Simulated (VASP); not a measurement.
Input of a VASP 6.6.1 run:

Contents of INCAR:

```
PREC = Accurate
ENCUT = 520
EDIFF = 1E-7
ISMEAR = 0
SIGMA = 0.15
LREAL = F
LASPH = T
NELM = 150
ALGO = Normal
ISIF = 2
LWAVE = F
LCHARG = T
ISPIN = 2
MAGMOM = 1 0
LORBIT = 11
NUPDOWN = 1.0
LMAXMIX = 4
LELF = T
LVHAR = T
NBANDS = 18
```

Contents of KPOINTS:

```
regular mesh
0
Gamma
  21 21 12
```

Contents of POSCAR:

```
TiAl
1.0
    2.7740235071      0.0000000000      0.0000000000
   -1.3870117535      2.4023748278      0.0000000000
    0.0000000000      0.0000000000      4.5280453252
Ti Al
1 1
Direct
    0.0000000000      0.0000000000      0.0000000000
    0.3333333333      0.6666666667      0.5000000000
```

Potentials or basis: VASP PAW LDA potentials, release 64 (Ti_sv, Al).

Launch:

```bash
$ cat potpaw_LDA.64/Ti_sv/POTCAR potpaw_LDA.64/Al/POTCAR > POTCAR
$ mpirun -np 1 vasp_std > vasp.out
```

(1) What does it give for the pressure?

Results:

(1) 6.3 GPa.

Caveat: the cell stands under pressure; the total moment is fixed, so each spin has its own Fermi level.
